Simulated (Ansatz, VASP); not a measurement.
# NbBr3: VASP beside Ansatz

Contents of INCAR:

```
ALGO = Normal
EDIFF = 1E-6
ENCUT = 500
GGA = PE
GGA_COMPAT = False
ISIF = 2
ISMEAR = 0
ISPIN = 2
LASPH = True
LCHARG = False
LMAXMIX = 4
LORBIT = 11
LREAL = False
LWAVE = False
MAGMOM = 2 -2 0 0 0 0 0 0
NBANDS = 48
NELM = 200
PREC = Accurate
SIGMA = 0.05
```

Contents of KPOINTS:

```
k-points
0
Gamma
  6 6 3
```

POSCAR

```
NbBr3
1.0
    5.2500065915      0.0000000000      5.2500065915
    0.0000000000      5.2500065915      5.2500065915
    0.0000000000      0.0000000000     10.5000131830
Nb Br
2 6
Direct
    0.0000000000      0.0000000000      0.0000000000
    0.0000000000      0.0000000000      0.5000000000
    0.5000000000      0.0000000000      0.7500000000
    0.0000000000      0.0000000000      0.2500000000
    0.0000000000      0.5000000000      0.7500000000
    0.5000000000      0.0000000000      0.2500000000
    0.0000000000      0.0000000000      0.7500000000
    0.0000000000      0.5000000000      0.2500000000
```

Input for Ansatz:

```yaml
crystal:
  lattice:
    - [5.2500065915, 0.0, 5.2500065915]
    - [0.0, 5.2500065915, 5.2500065915]
    - [0.0, 0.0, 10.500013183]
  atoms:
    - { symbol: Nb, position: [0.0, 0.0, 0.0], spin: 2.0 }
    - { symbol: Br, position: [0.5, 0.0, 0.75] }
    - { symbol: Br, position: [0.0, 0.0, 0.25] }
    - { symbol: Br, position: [0.0, 0.5, 0.75] }
    - { symbol: Nb, position: [0.0, 0.0, 0.5], spin: -2.0 }
    - { symbol: Br, position: [0.5, 0.0, 0.25] }
    - { symbol: Br, position: [0.0, 0.0, 0.75] }
    - { symbol: Br, position: [0.0, 0.5, 0.25] }
basis:
  ecutwfc: 420
  ecutrho_ratio: 4
kpoints:
  mp_grid: { grid: [6, 6, 3] }
hamiltonian:
  xc: pbe
scf:
  occupations: { method: gaussian, width: 0.05 }
output:
  forces: true
  stress: true
  eigenvalues: true
  populations: true
magnetization:
  spin_polarized: true
```

Alike in both runs: task single point; functional PBE; k mesh 6 × 6 × 3; occupations gaussian, width 0.05 eV; collinear spin.

|  | VASP | Ansatz |
| --- | --- | --- |
| version | VASP 6.6.1 | Ansatz 0.2.0 |
| potentials or method | VASP PAW PBE potentials, release 64 (Nb_sv, Br), cutoff 500 eV | scalar-relativistic, plane waves, PAW |
| valence electrons in the cell | 68 | 68 |

```csv
,VASP,Ansatz,Ansatz less VASP
gap on the k mesh at the Fermi level (eV),none,none,-
pressure (GPa),-0.8,-0.8,+0.05
net moment per atom (μB),0.00,0.00,0.000
size of the moment on the site where the two differ most (μB),1.12,1.01,-0.110
```

Site moments also hang on the region over which each program counts them. A gap of «none» marks a metal or a gap that the smearing closes. The functional is the same, so the differences come from potentials, cutoffs and numerics.
